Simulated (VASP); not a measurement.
Crystal: AlN.

```
Al N
1.0
     2.96996    0.00000    0.00000
    -1.48498    2.57206    0.00000
     0.00000    0.00000   19.43725
Al N
8 8
Direct
  0.33333 0.66667 0.82798
  0.00000 0.00000 0.70339
  0.66667 0.33333 0.32795
  0.66667 0.33333 0.57840
  0.00000 0.00000 0.45315
  0.33333 0.66667 0.07841
  0.00000 0.00000 0.20310
  0.66667 0.33333 0.95311
  0.66667 0.33333 0.04689
  0.66667 0.33333 0.67205
  0.33333 0.66667 0.92159
  0.00000 0.00000 0.29661
  0.00000 0.00000 0.79690
  0.00000 0.00000 0.54685
  0.33333 0.66667 0.17202
  0.66667 0.33333 0.42160
```

| Item | Value |
| --- | --- |
| Program | VASP 6.6.1 |
| Task | relaxation of cell and atoms |
| Functional | PBE |
| Potentials or basis | VASP PAW PBE potentials, release 64 (Al, N) |
| Cutoff | 600 eV |
| k mesh | 6 × 6 × 1 |
| Occupations | gaussian, width 0.1 eV |
| Spin | no spin polarisation |

At the start: pressure 34.9 GPa; volume 9.28 Å³/atom.

Task: Where does the relaxation end?

Result: Over 10 steps the energy falls by 134.1 meV/atom and the volume is 10.65 Å³/atom (+14.7 %); space group P3m1 (No. 156, to 0.05 Å).

Step by step:
| step | energy change (eV) | largest force (eV/Å) | pressure (GPa) | volume (Å³) |
| --- | --- | --- | --- | --- |
| 1 | 0.0000 | 0.4098 | 34.87 | 148.48 |
| 2 | -0.2573 | 0.1511 | -20.77 | 196.24 |
| 3 | -2.1368 | 0.1719 | -0.63 | 170.90 |
| 4 | -2.1377 | 0.1725 | -0.10 | 170.43 |
| 5 | -2.1370 | 0.1732 | 0.42 | 169.97 |
| 6 | -2.1433 | 0.1290 | 0.43 | 169.95 |
| 7 | -2.1441 | 0.1496 | 0.44 | 169.93 |
| 8 | -2.1450 | 0.1280 | -0.35 | 170.63 |
| 9 | -2.1457 | 0.0554 | -0.04 | 170.35 |
| 10 | -2.1460 | 0.0287 | -0.03 | 170.34 |

Final structure:
```xyz
16
Lattice="3.1195 0.0000 0.0000 -1.5597 2.7016 0.0000 0.0000 0.0000 20.2125" Properties=species:S:1:pos:R:3 pbc="T T T"
Al    0.0000    1.8010   16.7319
Al   -1.5597    2.7016   14.1956
Al    1.5597    0.9005    6.6337
Al    1.5597    0.9005   11.6761
Al   -1.5597    2.7016    9.1533
Al    0.0000    1.8010    1.5637
Al   -1.5597    2.7016    4.0981
Al    1.5597    0.9005   19.2650
N     1.5597    0.9005    0.9545
N     1.5597    0.9005   13.5829
N     0.0000    1.8010   18.6447
N    -1.5597    2.7016    6.0120
N    -1.5597    2.7016   16.1106
N    -1.5597    2.7016   11.0611
N     0.0000    1.8010    3.4777
N     1.5597    0.9005    8.5392
```
